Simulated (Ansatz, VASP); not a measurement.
Ge in VASP and in Ansatz

INCAR

```
ALGO     = Normal         # electronic algorithm
EDIFF    = 1E-6           # SCF threshold, eV
ENCUT    = 520            # plane-wave cutoff, eV
GGA      = CA             # functional
ISIF     = 2              # what is computed and relaxed
ISMEAR   = 0              # smearing method
LASPH    = T              # aspherical terms in the spheres
LCHARG   = F              # write CHGCAR
LREAL    = F              # projectors in reciprocal space
LWAVE    = F              # write WAVECAR
NBANDS   = 21             # bands
NELM     = 100            # most SCF steps
PREC     = Accurate       # precision mode
SIGMA    = 0.15           # smearing width, eV
```

KPOINTS

```
k-points
0
Gamma
  14 14 14
```

Contents of POSCAR:

```
Ge
1.0
    0.0000000000      2.9090873871      2.6139625797
    2.9090873871      0.0000000000      2.6139625797
    2.9090873871      2.9090873871      0.0000000000
Ge
2
Direct
    0.5000000000      0.5000000000      0.5000000000
    0.7500000000      0.7500000000      0.7500000000
```

Input for Ansatz:

```yaml
crystal:
  lattice:
    - [0.0, 2.9090873871, 2.6139625797]
    - [2.9090873871, 0.0, 2.6139625797]
    - [2.9090873871, 2.9090873871, 0.0]
  atoms:
    - { symbol: Ge, position: [0.5, 0.5, 0.5] }
    - { symbol: Ge, position: [0.75, 0.75, 0.75] }
basis:
  ecutwfc: 420
kpoints:
  mp_grid: { grid: [14, 14, 14] }
hamiltonian:
  xc: lda
  pseudopotentials: { kind: paw, azcp: { folder: soft_1 } }
scf:
  occupations: { method: gaussian, width: 0.15 }
output:
  forces: true
  stress: true
  eigenvalues: true
```

Change from the starting cell: mode 4 frozen in at +0.000 Å, strain +e along z and -e/2 along x and y -0.0700.

Alike in both runs: task single point; functional LDA; k mesh 14 × 14 × 14; occupations gaussian, width 0.15 eV; no spin polarisation.

|  | VASP | Ansatz |
| --- | --- | --- |
| version | VASP 6.6.1 | Ansatz 0.2.0 |
| potentials or method | VASP PAW LDA potentials, release 64 (Ge_d), cutoff 520 eV | scalar-relativistic, plane waves, PAW |
| valence electrons in the cell | 28 | 28 |

```csv
,VASP,Ansatz,Ansatz less VASP
gap on the k mesh at the Fermi level (eV),none,none,-
pressure (GPa),0.4,0.1,-0.24
"traceless stress, the component that is largest in VASP (GPa)",4.03,4.03,+0.005
```

Ansatz warns that its potentials were made for another functional, while VASP's fit it. LDA's correlation is that of Perdew and Zunger in VASP and of Perdew and Wang (1992) in Ansatz. A gap of «none» marks a metal or a gap that the smearing closes.
